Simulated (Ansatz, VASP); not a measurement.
Two plane-wave programs on AgO2

```
CELL_PARAMETERS angstrom
4.21687 0.00214 -0.00557
0.00309 5.24561 0.00051
-0.00970 0.00076 7.15316
ATOMIC_POSITIONS crystal
Ag 0.99999 0.00000 0.00001
Ag 0.00000 0.00000 0.49999
Ag 0.49999 0.50004 0.24999
Ag 0.50000 0.49996 0.75000
O 0.86749 0.57917 0.99988
O 0.86749 0.57918 0.49991
O 0.13250 0.42083 0.00011
O 0.13252 0.42084 0.50010
O 0.36755 0.92102 0.24992
O 0.36756 0.92095 0.74991
O 0.63243 0.07905 0.25010
O 0.63246 0.07897 0.75009
```

Change from the starting cell: cell x2, atoms moved at random (sigma 0.15 Å) and cell strained at random (1.5 %), then relaxed without symmetry.

Alike in both runs: functional PBE; k mesh 6 × 4 × 4; occupations gaussian, width 0.2 eV; no spin polarisation.

Ansatz relaxed the structure, and its values are those at the end. VASP's run is a single point on that final structure, the one shown.

```csv
,VASP,Ansatz
version,VASP 6.6.1,Ansatz 0.2.0
potentials or method,"VASP PAW PBE potentials, release 64 (Ag, O), cutoff 520 eV","scalar-relativistic, plane waves, PAW"
valence electrons in the cell,92,124
```

```tsv
	VASP	Ansatz	Ansatz less VASP
gap on the k mesh at the Fermi level (eV)	none	none	-
pressure (GPa)	0.2	0.0	-0.23
rms of the force components (eV/Å)	0.133	0.006	-0.1274
```

A gap of «none» marks a metal or a gap that the smearing closes. One of these differences is far larger than is usual between the two programs; its cause wasn't traced. VASP's potentials hold 92 valence electrons a cell and Ansatz's 124, so a difference there can come from the potentials and not from the codes.
